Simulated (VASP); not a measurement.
# MgZnO4: single point with PBE

Crystal: MgZnO4.

```
Mg Zn O
1.0
     3.25156    0.00000    0.00000
     0.00000    3.25156    0.00000
     0.00000    0.00000    5.48573
Mg Zn O
1 1 4
Direct
  0.00000 0.00000 0.00000
  0.50000 0.50000 0.50000
  0.00000 0.00000 0.60133
  0.50000 0.50000 0.10247
  0.50000 0.50000 0.89753
  0.00000 0.00000 0.39867
```

The cell was generated, and may not be a known phase.

```json
{
 "Program": "VASP 6.6.1",
 "Task": "single point",
 "Functional": "PBE",
 "Potentials or basis": "VASP PAW PBE potentials, release 64 (Mg, Zn, O)",
 "Cutoff": "520 eV",
 "k mesh": "6 × 6 × 4",
 "Occupations": "gaussian, width 0.1 eV",
 "Spin": "collinear spin, ferromagnetic start",
 "Starting moments": "[0.0, 0.0, 1.0, 1.0, 1.0, 1.0] μB"
}
```

| Property | Result |
| --- | --- |
| Pressure | 64.0 GPa |
| Largest force | 30.613 eV/Å |
| Band gap on the k mesh | zero (filled and empty bands overlap) |
| Net moment | 0.00 μB per cell |
| Valence electrons inside the program's atomic spheres | Mg 0.21; Zn 10.51; O 5.32, 5.33 (each value once) |

Forces in eV/Å, atoms in the order of the input:
```
Mg    0.000   0.000   0.000
Zn    0.000   0.000   0.000
O     0.000   0.000  30.613
O     0.000   0.000  29.210
O     0.000   0.000 -29.210
O     0.000   0.000 -30.613
```

Stress tensor (GPa, compression positive):
```
  3.28   0.00   0.00
  0.00   3.28   0.00
  0.00   0.00 185.57
```

Levels at points of the mesh, in eV from the Fermi level:
Spin up:
```tsv
k point	band 15	band 16	band 17	band 18	band 19	band 20	band 21	band 22	band 23	band 24
(0.00, 0.00, 0.00)	-7.01	-1.48	-1.29	-1.29	0.31	0.31	0.92	5.04	5.33	7.20
(0.50, 0.00, 0.00)	-6.52	-1.86	-1.76	-0.61	-0.37	2.30	2.88	3.49	4.78	7.64
(0.50, 0.50, 0.00)	-7.02	-2.67	-2.67	0.15	0.15	0.97	4.01	5.71	5.71	6.94
(0.00, 0.00, 0.50)	-7.55	-1.90	-0.84	-0.84	-0.28	-0.28	0.13	5.67	7.40	8.06
(0.50, 0.00, 0.50)	-6.68	-1.77	-1.47	-0.76	-0.39	1.54	3.34	3.92	3.93	8.54
(0.50, 0.50, 0.50)	-7.47	-1.82	-1.82	-1.00	-1.00	-0.02	3.07	6.67	6.67	7.37
```
Spin down:
```
           k point  band 16  band 17  band 18  band 19  band 20  band 21  band 22  band 23
(0.00, 0.00, 0.00)    -1.48    -1.30    -1.30     0.30     0.30     0.92     5.03     5.33
(0.50, 0.00, 0.00)    -1.86    -1.76    -0.61    -0.37     2.30     2.88     3.49     4.78
(0.50, 0.50, 0.00)    -2.67    -2.67     0.15     0.15     0.97     4.01     5.71     5.71
(0.00, 0.00, 0.50)    -1.90    -0.84    -0.84    -0.28    -0.28     0.13     5.67     7.40
(0.50, 0.00, 0.50)    -1.78    -1.48    -0.77    -0.40     1.54     3.34     3.92     3.93
(0.50, 0.50, 0.50)    -1.82    -1.82    -1.00    -1.00    -0.02     3.07     6.66     6.66
```

Run time: 42 s on 1 thread of Intel(R) Xeon(R) 6975P-C (Granite Rapids), with other jobs on the host, peak memory 0.23 GiB.

Caveat: the standard files for N, O and F lose accuracy on very short bonds; the stress differs along the axes, from 3 to 186 GPa; forces of over 1 eV/Å act on the atoms, so gaps and moduli don't describe the material at rest.
